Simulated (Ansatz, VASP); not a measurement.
# Pt: VASP beside Ansatz

```
Pt
1.0
     2.70829    0.00000    0.00000
    -1.35415    2.34545    0.00000
     0.00000    0.00000    9.35302
Pt
4
Direct
  0.64747 0.33333 0.37500
  0.64747 0.33333 0.87500
  0.35253 0.66667 0.12500
  0.35253 0.66667 0.62500
```

Change from the starting cell: mode 1 frozen in at -0.052 Å and mode 2 at +0.000 Å (largest displacements).

Alike in both runs: task single point; functional LDA; k mesh 18 × 18 × 6; occupations gaussian, width 0.15 eV; no spin polarisation.

|  | VASP | Ansatz |
| --- | --- | --- |
| version | VASP 6.6.1 | Ansatz 0.2.0 |
| potentials or method | VASP PAW LDA potentials, release 64 (Pt), cutoff 520 eV | scalar-relativistic, plane waves, PAW |
| valence electrons in the cell | 40 | 72 |

|  | VASP | Ansatz | Ansatz less VASP |
| --- | --- | --- | --- |
| gap on the k mesh at the Fermi level (eV) | none | none | - |
| pressure (GPa) | 1.0 | 0.2 | -0.80 |
| traceless stress, the component that is largest in VASP (GPa) | -0.38 | -0.34 | +0.042 |
| rms of the force components (eV/Å) | 0.023 | 0.023 | +0.0004 |

Ansatz warns that its potentials were made for another functional, while VASP's fit it. LDA's correlation is that of Perdew and Zunger in VASP and of Perdew and Wang (1992) in Ansatz. Atom by atom the forces differ by 0.002 eV/Å (rms over components). A gap of «none» marks a metal or a gap that the smearing closes. VASP's potentials hold 40 valence electrons a cell and Ansatz's 72, so a difference there can come from the potentials and not from the codes.

Spin-orbit coupling is off throughout.
